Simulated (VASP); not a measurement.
# FeO (Fm-3m) in VASP: notebook, part 3 of 3

VASP 6.6.1.

## Step 5: Single point, PBEsol+U, collinear spin, ferromagnetic start

File INCAR:

```
SYSTEM = FeO
PREC = Accurate
ENCUT = 520
EDIFF = 1E-7
ISMEAR = 0
SIGMA = 0.05
LREAL = .False.
LASPH = .True.
NELM = 150
ALGO = Normal
ISIF = 2
LWAVE = .False.
LCHARG = .False.
ISPIN = 2
MAGMOM = 1.96 0.04
LORBIT = 11
LMAXMIX = 4
LDAU = .True.
LDAUTYPE = 2
LDAUL = 2 -1
LDAUU = 5 0
LDAUJ = 0 0
LDAUPRINT = 1
GGA = PS
NBANDS = 18
```

File KPOINTS:

```
regular mesh
0
Gamma
  8 8 8
  0 0 0
```

File POSCAR:

```
FeO
1.0
    0.0000000000      2.1554001600      2.1554001600
    2.1554001600      0.0000000000      2.1554001600
    2.1554001600      2.1554001600      0.0000000000
Fe O
1 1
Direct
    0.0000000000      0.0000000000      0.0000000000
    0.5000000000      0.5000000000      0.5000000000
```

Run with:

```sh
$ cat potpaw_PBE.64/Fe/POTCAR potpaw_PBE.64/O/POTCAR > POTCAR
$ mpirun -np 1 vasp_std > vasp.out
```

It took 20 s on 1 thread of Intel Xeon 6975P-C, shared host; peak memory 0.15 GiB.

The run converged. Its results:

```yaml
Free_energy: -13.4096 eV
Pressure: -8.8 GPa
Band_gap_on_the_k_mesh: zero (filled and empty bands overlap)
Net_moment: 4.00 μB per cell
Site_moments: Fe +3.86; O +0.18 μB
Valence_electrons_inside_the_program's_atomic_spheres: Fe 6.75; O 4.99
```

Levels at points of the mesh, in eV from the Fermi level:
Spin up:
| k point | band 5 | band 6 | band 7 | band 8 | band 9 | band 10 | band 11 | band 12 | band 13 | band 14 |
| --- | --- | --- | --- | --- | --- | --- | --- | --- | --- | --- |
| (0.00, 0.00, 0.00) | -7.09 | -7.09 | -4.21 | -4.21 | -4.21 | -0.59 | 14.47 | 14.47 | 14.47 | 14.67 |
| (0.50, 0.00, 0.00) | -6.40 | -6.40 | -5.17 | -2.19 | -2.19 | 3.33 | 7.73 | 11.69 | 11.69 | 17.46 |
| (0.50, 0.50, 0.00) | -6.22 | -6.13 | -6.13 | -5.43 | -5.43 | 4.40 | 8.15 | 8.52 | 13.97 | 13.97 |
Spin down:
```tsv
k point	band 3	band 4	band 5	band 6	band 7	band 8
(0.00, 0.00, 0.00)	-3.83	-3.83	-0.75	-0.75	-0.75	0.13
(0.50, 0.00, 0.00)	-5.33	-5.33	0.44	0.44	0.54	3.46
(0.50, 0.50, 0.00)	-5.04	-5.04	-2.23	0.78	0.78	1.75
```

Eigenvalues of the final occupation matrices:
```
    site  spin  trace               eigenvalues
site 1 d     1   4.96  0.97 0.97 0.97 1.02 1.02
site 1 d     2   1.14  0.10 0.10 0.31 0.31 0.31
```

Caveat: the PAW data sets were made with another functional, which shifts forces and pressure a little; a cell with one magnetic atom can't hold antiferromagnetic order, which such compounds often take. The state reached can hang on the start; a lower one may exist.

## Step 6: Single point, PBEsol+U, collinear spin, ferromagnetic start

File INCAR:

```
SYSTEM = FeO
ALGO = Normal
EDIFF = 1E-6
ENCUT = 600
GGA = PS
GGA_COMPAT = .FALSE.
ISIF = 2
ISMEAR = 0
ISPIN = 2
LASPH = .TRUE.
LCHARG = .FALSE.
LDAU = .TRUE.
LDAUJ = 0 0
LDAUL = 2 -1
LDAUPRINT = 1
LDAUTYPE = 2
LDAUU = 5 0
LMAXMIX = 4
LORBIT = 11
LREAL = .FALSE.
LWAVE = .FALSE.
MAGMOM = 4 0
NBANDS = 22
NELM = 200
PREC = Accurate
SIGMA = 0.05
```

File KPOINTS:

```
k-points
0
G
  8 8 8
  0 0 0
```

POSCAR is that of step 5.

Potentials or basis: VASP PAW PBE potentials, release 64 (Fe_sv, O).

Run with:

```sh
$ cat potpaw_PBE.64/Fe_sv/POTCAR potpaw_PBE.64/O/POTCAR > POTCAR
$ mpirun -np 1 vasp_std > vasp.out
```

OUTCAR:

```text
SYSTEM = FeO
   EDIFF = 1E-6
   ENCUT = 600
   GGA = PS
   ISIF = 2
   ISMEAR = 0
   ISPIN = 2
   LASPH = .TRUE.
   LORBIT = 11
   LREAL = .FALSE.
   NELM = 200
   PREC = Accurate

 ion  position               nearest neighbor table
   1  0.000  0.000  0.000-   2 2.16   2 2.16   2 2.16   2 2.16   2 2.16   2 2.16
   2  0.500  0.500  0.500-   1 2.16   1 2.16   1 2.16   1 2.16   1 2.16   1 2.16

  LATTYP: Found a face centered cubic cell.
 ALAT       =     4.3108003200

  Lattice vectors:

 A1 = (   0.0000000000,   2.1554001600,   2.1554001600)
 A2 = (   2.1554001600,   0.0000000000,   2.1554001600)
 A3 = (   2.1554001600,   2.1554001600,   0.0000000000)

Analysis of symmetry for initial positions (statically):
=====================================================================
 Subroutine PRICEL returns:
 Original cell was already a primitive cell.

 Routine SETGRP: Setting up the symmetry group for a
 face centered cubic supercell.

 Subroutine GETGRP returns: Found 48 space group operations
[... 232 lines left out ...]
      6       3.7730      1.00000
[... 1193 lines left out ...]
     21      36.3147      0.00000
     22      38.1701      0.00000

 [... further k-points ...]

------------------------ aborting loop because EDIFF is reached ----------------------------------------

  FORCE on cell =-STRESS in cart. coord.  units (eV):
  Direction    XX          YY          ZZ          XY          YZ          ZX
  --------------------------------------------------------------------------------------
  -------------------------------------------------------------------------------------
  Total       -1.1426665     -1.1426665     -1.1426665      0.0000000      0.0000000      0.0000000
  in kB      -91.4147664    -91.4147664    -91.4147664      0.0000000      0.0000000      0.0000000
  external PRESSURE =     -91.4147664 kB  Pullay stress =       0.0000000 kB

 VOLUME and BASIS-vectors are now :
 -----------------------------------------------------------------------------
  energy-cutoff  :      600.00
  volume of cell :       20.03
      direct lattice vectors                 reciprocal lattice vectors
     0.000000000  2.155400160  2.155400160    -0.231975486  0.231975486  0.231975486
     2.155400160  0.000000000  2.155400160     0.231975486 -0.231975486  0.231975486
     2.155400160  2.155400160  0.000000000     0.231975486  0.231975486 -0.231975486

 POSITION                                       TOTAL-FORCE (eV/Angst)
 -----------------------------------------------------------------------------------
      0.00000      0.00000      0.00000         0.000000      0.000000     -0.000000
      2.15540      2.15540      2.15540        -0.000000     -0.000000      0.000000
 -----------------------------------------------------------------------------------
    total drift:                                0.000000     -0.000000     -0.000000

  FREE ENERGIE OF THE ION-ELECTRON SYSTEM (eV)
  ---------------------------------------------------
  free  energy   TOTEN  =       -13.0400566868 eV

  energy  without entropy=      -13.0389423473  energy(sigma->0) =      -13.03949952

 total charge

# of ion       s       p       d       tot
------------------------------------------
    1        2.108   5.999   5.489  13.597
    2        1.544   3.446   0.000   4.990
--------------------------------------------------
tot          3.652   9.446   5.489  18.587

 magnetization (x)

# of ion       s       p       d       tot
------------------------------------------
    1        0.014   0.010   3.659   3.684
    2        0.024   0.184   0.000   0.208
--------------------------------------------------
tot          0.038   0.194   3.659   3.891
```

stdout:

```text
POSCAR found type information on POSCAR FeO
 POSCAR found :  2 types and       2 ions
 scaLAPACK will be used
 -----------------------------------------------------------------------------
|                                                                             |
|                                                                             |
|     You enforced a specific xc type in the INCAR file but a different       |
|     I HOPE YOU KNOW WHAT YOU ARE DOING!                                     |
|                                                                             |
 -----------------------------------------------------------------------------

 LDA part: xc-table for (Slater+PW92), standard interpolation
 POSCAR, INCAR and KPOINTS ok, starting setup
 FFT: planning ... GRIDC
 FFT: planning ... GRID_SOFT
 FFT: planning ... GRID
 WAVECAR not read
 entering main loop
```

Run time: 14 s. Hardware: 1 thread of Intel Xeon Platinum 8488C (Sapphire Rapids), shared host; peak memory 0.16 GiB.

What came out:

```
Free energy                                           : -13.0401 eV
Pressure                                              : -9.1 GPa
Band gap on the k mesh                                : zero (filled and empty bands overlap)
Net moment                                            : 4.00 μB per cell
Site moments                                          : Fe +3.68; O +0.21 μB
Valence electrons inside the program's atomic spheres : Fe 13.60; O 4.99
```

Eigenvalues of the final occupation matrices:
| site | spin | trace | eigenvalues |
| --- | --- | --- | --- |
| site 1 d | 1 | 4.59 | 0.91 0.91 0.91 0.94 0.94 |
| site 1 d | 2 | 0.92 | 0.07 0.07 0.26 0.26 0.26 |

Caveat: the PAW data sets were made with another functional, which shifts forces and pressure a little; a cell with one magnetic atom can't hold antiferromagnetic order, which such compounds often take. The state reached can hang on the start; a lower one may exist.
